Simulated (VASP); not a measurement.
# Bi2Se3 (R-3m) in VASP: further runs

The runs below take Bi2Se3 through single point, with PBE.

Program: VASP 6.6.1. These are calculated values, not measurements. Logs are shortened: lines on timing, memory, paths and dates and some standing lists are left out, and cuts for length are marked.

**1. The cell of the first run**

The structure is trigonal, space group R-3m (No. 166). Conventional cell: a = 4.292 Å, b = 4.292 Å, c = 29.737 Å, α = 90.00°, β = 90.00°, γ = 120.00°. Within 3.8 Å of Bi (site symmetry 3m) lie 6 Se at 2.89 to 3.09 Å. Within 4.3 Å of Se (site symmetry -3m) lie 6 Bi at 3.09 Å and 12 Se at 4.16 to 4.29 Å. Within 3.8 Å of Se (site symmetry 3m) lie 3 Bi at 2.89 Å.

**2. Single point, PBE (strain +0.025 along x and y, -0.050 along z)**

INCAR

```
SYSTEM = Bi2Se3
PREC     = Accurate       ! precision mode
ENCUT    = 520            ! plane-wave cutoff, eV
EDIFF    = 1E-6           ! SCF threshold, eV
ISMEAR   = 0              ! smearing method
SIGMA    = 0.05           ! smearing width, eV
LREAL    = .FALSE.        ! projectors in reciprocal space
LASPH    = .TRUE.         ! aspherical terms in the spheres
NELM     = 60             ! most SCF steps
ALGO     = Normal         ! electronic algorithm
ISIF     = 2              ! what is computed and relaxed
LWAVE    = .FALSE.        ! write WAVECAR
LCHARG   = .FALSE.        ! write CHGCAR
GGA      = PE             ! functional
NBANDS   = 32             ! bands
```

KPOINTS

```
Automatic mesh
0
G
  6 6 6
  0 0 0
```

POSCAR

```
Bi2Se3
1.0
    2.1459979013      1.2389924660      9.9123281612
   -2.1459979013      1.2389924660      9.9123281612
    0.0000000000     -2.4779849320      9.9123281612
Bi Se
2 3
Direct
    0.3955941725      0.3955941725      0.3955941725
    0.6044058275      0.6044058275      0.6044058275
    0.0000000000      0.0000000000      0.0000000000
    0.2210304535      0.2210304535      0.2210304535
    0.7789695465      0.7789695465      0.7789695465
```

Potentials or basis: VASP PAW PBE potentials, release 64 (Bi_d, Se).

Launch:

```sh
$ cat potpaw_PBE.64/Bi_d/POTCAR potpaw_PBE.64/Se/POTCAR > POTCAR
$ mpirun -np 1 vasp_std > vasp.out
```

OUTCAR:

```text
SYSTEM = Bi2Se3
   PREC = Accurate
   ENCUT = 520
   EDIFF = 1E-6
   ISMEAR = 0
   LREAL = .FALSE.
   LASPH = .TRUE.
   NELM = 60
   ISIF = 2
   GGA = PE

 ion  position               nearest neighbor table
   1  0.396  0.396  0.396-   5 2.89   5 2.89   5 2.89   3 3.09   3 3.09   3 3.09
   2  0.604  0.604  0.604-   4 2.89   4 2.89   4 2.89   3 3.09   3 3.09   3 3.09
   3  0.000  0.000  0.000-   2 3.09   2 3.09   1 3.09   1 3.09   2 3.09   1 3.09
   4  0.221  0.221  0.221-   2 2.89   2 2.89   2 2.89
   5  0.779  0.779  0.779-   1 2.89   1 2.89   1 2.89

  LATTYP: Found a trigonal (rhomboedric) cell.
 ALAT       =    10.2173704493
 COS(alpha) =     0.9117712143

  Lattice vectors:

 A1 = (   2.1459979013,   1.2389924660,   9.9123281612)
 A2 = (  -2.1459979013,   1.2389924660,   9.9123281612)
 A3 = (   0.0000000000,  -2.4779849320,   9.9123281612)

Analysis of symmetry for initial positions (statically):
=====================================================================
 Subroutine PRICEL returns:
 Original cell was already a primitive cell.

 Routine SETGRP: Setting up the symmetry group for a
 trigonal (rhombohedral) supercell.

 Subroutine GETGRP returns: Found 12 space group operations
 (whereof 12 operations were pure point group operations)
 out of a pool of 12 trial point group operations.

The static configuration has the point symmetry D_3d.

Analysis of symmetry for dynamics (positions and initial velocities):
=====================================================================
 Subroutine PRICEL returns:
 Original cell was already a primitive cell.

 Routine SETGRP: Setting up the symmetry group for a
 trigonal (rhombohedral) supercell.

 Subroutine GETGRP returns: Found 12 space group operations
 (whereof 12 operations were pure point group operations)
 out of a pool of 12 trial point group operations.

The dynamic configuration has the point symmetry D_3d.

 Subroutine INISYM returns: Found 12 space group operations
 (whereof 12 operations are pure point group operations),
 and found     1 'primitive' translations

----------------------------------------------------------------------------------------

                                     Primitive cell

  volume of cell :     158.1339

  direct lattice vectors                    reciprocal lattice vectors
     2.145997901  1.238992466  9.912328161     0.232991840  0.134517902  0.033628158
[... 94 lines left out ...]
   EDIFFG = 0.1E-04   stopping-criterion for IOM
   NSW    =      0    number of steps for IOM
   IBRION =     -1    ionic relax: 0-MD 1-quasi-New 2-CG
   NFREE  =      0    steps in history (QN), initial steepest desc. (CG)
   ISIF   =      2    stress and relaxation
   ISYM   =      2    0-nonsym 1-usesym 2-fastsym
   POTIM  = 0.5000    time-step for ionic-motion
   TEBEG  =    0.0;   TEEND  =   0.0 temperature during run
   PSTRESS=    0.0 pullay stress
   NELECT =      48.0000    total number of electrons
   NUPDOWN=      -1.0000    fix difference up-down
   EMIN   =  10.00;   EMAX   =-10.00  energy-range for DOS
   EFERMI =   0.00;   METHOD = LEGACY
   ISMEAR =     0;   SIGMA  =   0.05  broadening in eV -4-tet -1-fermi 0-gaus
   EFERMI_NEDOS =   21; number of points for ismear=-14 and -15
   IALGO  =     38    algorithm
   IMIX   =      4    mixing-type and parameters
     AMIX     =   0.40;   BMIX     =  1.00
     AMIX_MAG =   1.60;   BMIX_MAG =  1.00
  volume/ion in A,a.u.               =      31.63       213.43
  Fermi-wavevector in a.u.,A,eV,Ry     =   1.100222  2.079118 16.469692  1.210488
  Thomas-Fermi vector in A             =   2.236629
   LORBIT       =      0    0 simple, 1 ext, 2 COOP (PROOUT), +10 PAW based schemes
   GGA     = PE    functional components
   LHFCALC =     F    Hartree Fock is set to
   AEXX    =    0.0000 exact exchange contribution
   IVDW    =     0    specifies the selected vdW correction
   LEPSILON=     F    determine dielectric tensor
   LRPA    =     F    only Hartree local field effects (RPA)
 non-spin polarized calculation
 Gauss-broadening in eV      SIGMA  =   0.05
  energy-cutoff  :      520.00
  volume of cell :      158.13
 maximum number of plane-waves:      4276
 NGX is ok and might be reduce to    80
   NGX = 37   NGY = 37   NGZ = 37

 number of electron      47.9999999 magnetization

 Free energy of the ion-electron system (eV)
  ---------------------------------------------------
  ext. energy  EPLUGINS =         0.00000000
  ---------------------------------------------------
  free energy    TOTEN  =       -20.17101852 eV

  energy without entropy =      -20.17101852  energy(sigma->0) =      -20.17101852

 E-fermi :   3.5693     XC(G=0):  -8.9022

 val. band max:        3.3678943713   @ k =   0.0000   0.0000   0.0000
 cond. band min:       3.7627410632   @ k =   0.0000   0.0000   0.0000
 fundamental gap:      0.3948466919
 Fermi energy:         3.5692828492

 k-point     1 :       0.0000    0.0000    0.0000
  band No.  band energies     occupation
      1     -19.2815      2.00000
      2     -19.2796      2.00000
      3     -19.2718      2.00000
      4     -19.2718      2.00000
      5     -19.2704      2.00000
      6     -19.2704      2.00000
[... 829 lines left out ...]
     31       8.6412      0.00000
     32      10.3843      0.00000

 [... further k-points ...]

------------------------ aborting loop because EDIFF is reached ----------------------------------------

  FORCE on cell =-STRESS in cart. coord.  units (eV):
  Direction    XX          YY          ZZ          XY          YZ          ZX
  --------------------------------------------------------------------------------------
  -------------------------------------------------------------------------------------
  Total       -0.9457769     -0.9457769      1.5024169      0.0000000      0.0000000      0.0000000
  in kB       -9.5824026     -9.5824026     15.2221553      0.0000000      0.0000000      0.0000000
  external PRESSURE =      -1.3142166 kB  Pullay stress =       0.0000000 kB

 VOLUME and BASIS-vectors are now :
 -----------------------------------------------------------------------------
  energy-cutoff  :      520.00
  volume of cell :      158.13
      direct lattice vectors                 reciprocal lattice vectors
     2.145997901  1.238992466  9.912328161     0.232991840  0.134517902  0.033628158
    -2.145997901  1.238992466  9.912328161    -0.232991840  0.134517902  0.033628158
     0.000000000 -2.477984932  9.912328161     0.000000000 -0.269035803  0.033628158

 POSITION                                       TOTAL-FORCE (eV/Angst)
 -----------------------------------------------------------------------------------
      0.00000      0.00000     11.76378         0.000000     -0.000000      0.059239
      0.00000      0.00000     17.97321         0.000000     -0.000000     -0.059239
      0.00000      0.00000      0.00000         0.000000     -0.000000      0.000000
      0.00000      0.00000      6.57278         0.000000     -0.000000     -0.197706
      0.00000      0.00000     23.16421         0.000000      0.000000      0.197706
 -----------------------------------------------------------------------------------
    total drift:                                0.000000     -0.000000      0.000000

  FREE ENERGIE OF THE ION-ELECTRON SYSTEM (eV)
  ---------------------------------------------------
  free  energy   TOTEN  =       -20.1710185204 eV

  energy  without entropy=      -20.1710185203  energy(sigma->0) =      -20.17101852
```

OSZICAR:

```text
N       E                     dE             d eps       ncg     rms          rms(c)
DAV:   1     0.463810881262E+03    0.46381E+03   -0.22620E+04  2048   0.152E+03
DAV:   2     0.339417126034E+02   -0.42987E+03   -0.41107E+03  2128   0.399E+02
DAV:   3    -0.187816392828E+02   -0.52723E+02   -0.50417E+02  2672   0.149E+02
DAV:   4    -0.210114403478E+02   -0.22298E+01   -0.22208E+01  2272   0.327E+01
DAV:   5    -0.210912665334E+02   -0.79826E-01   -0.79816E-01  2976   0.631E+00    0.503E+00
DAV:   6    -0.201504806331E+02    0.94079E+00   -0.12649E+00  2784   0.777E+00    0.300E+00
DAV:   7    -0.201621200014E+02   -0.11639E-01   -0.40310E-01  2344   0.263E+00    0.166E+00
DAV:   8    -0.201694558002E+02   -0.73358E-02   -0.45434E-02  2472   0.118E+00    0.553E-01
DAV:   9    -0.201706621724E+02   -0.12064E-02   -0.21936E-03  2800   0.456E-01    0.134E-01
DAV:  10    -0.201709007477E+02   -0.23858E-03   -0.11188E-03  2408   0.177E-01    0.624E-02
DAV:  11    -0.201709747492E+02   -0.74002E-04   -0.15604E-04  2416   0.823E-02    0.330E-02
DAV:  12    -0.201710168480E+02   -0.42099E-04   -0.61123E-05  2256   0.382E-02    0.726E-03
DAV:  13    -0.201710185695E+02   -0.17215E-05   -0.42322E-06  2328   0.175E-02    0.427E-03
DAV:  14    -0.201710185204E+02    0.49117E-07   -0.88359E-07  1544   0.602E-03
   1 F= -.20171019E+02 E0= -.20171019E+02  d E =-.955241E-10
```

stdout:

```text
POSCAR found type information on POSCAR BiSe
 POSCAR found :  2 types and       5 ions
 scaLAPACK will be used
 LDA part: xc-table for (Slater+PW92), standard interpolation
 POSCAR, INCAR and KPOINTS ok, starting setup
 FFT: planning ... GRIDC
 FFT: planning ... GRID_SOFT
 FFT: planning ... GRID
 WAVECAR not read
 entering main loop
```

It took 7.2 min on 1 thread of Intel Xeon 6975P-C (Granite Rapids), shared host; peak memory 0.93 GiB.

Results:

```yaml
Free_energy: -20.1710 eV
Pressure: -0.1 GPa
Largest_force: 0.198 eV/Å
Band_gap_on_the_k_mesh: 0.39 eV
```

Forces on the atoms (eV/Å):
```
Bi   0.000  0.000  0.059
Bi   0.000  0.000 -0.059
Se   0.000  0.000  0.000
Se   0.000  0.000 -0.198
Se   0.000  0.000  0.198
```

Stress tensor (GPa, compression positive):
```
-0.96  0.00  0.00
 0.00 -0.96  0.00
 0.00  0.00  1.52
```

Caveat: the cell differs from its parent crystal (strain +0.025 along x and y, -0.050 along z); spin-orbit coupling is left out, which moves the levels of the heavy elements.

(Continued in part 2 of 2.)
